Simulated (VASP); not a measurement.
Wanted: the native input for a VASP 6.6.1 run.

* Task: single point
* Functional: RPBE
* Potentials or basis: VASP PAW PBE potentials, release 64 (Rh_pv)
* Cutoff: 520 eV
* k mesh: 14 × 14 × 14
* Occupations: fermi-dirac, width 0.1 eV
* Spin: no spin polarisation
* Dipole correction: no
* Further INCAR settings: ALGO = Normal; EDIFF = 1e-07; NBANDS = 14

The structure of Rh lies in POSCAR:

```
Rh
1.0
    2.4494338020      0.0000000000      0.0000000000
    0.0000000000      2.4494338020      0.0000000000
    0.0000000000      0.0000000000      2.4494338020
Rh
1
Direct
    0.0000000000      0.0000000000      0.0000000000
```

This cell differs from its parent crystal: volume scaled by 0.88.

These files were run (other wordings do the same):

INCAR

```
PREC     = Accurate       # precision mode
ENCUT    = 520            # plane-wave cutoff, eV
EDIFF    = 1E-7           # SCF threshold, eV
ISMEAR   = -1             # smearing method
SIGMA    = 0.1            # smearing width, eV
LREAL    = F              # projectors in reciprocal space
LASPH    = T              # aspherical terms in the spheres
NELM     = 100            # most SCF steps
ALGO     = Normal         # electronic algorithm
ISIF     = 2              # what is computed and relaxed
LWAVE    = F              # write WAVECAR
LCHARG   = F              # write CHGCAR
GGA      = RP             # functional
NBANDS   = 14             # bands
```

KPOINTS

```
Automatic mesh
0
Gamma
  14 14 14
```

Potentials or basis: VASP PAW PBE potentials, release 64 (Rh_pv).

Run with:

```bash
$ cat potpaw_PBE.64/Rh_pv/POTCAR > POTCAR
$ mpirun -np 1 vasp_std > vasp.out
```

Results of the run:

```
Pressure : 29.4 GPa
```

Caveat: the PAW data sets were made with another functional, which shifts forces and pressure a little.

Wall time 8.8 s on 1 thread of AMD EPYC 9R45 96-Core Processor (Zen 5) (shared host), peak memory 0.1 GiB.
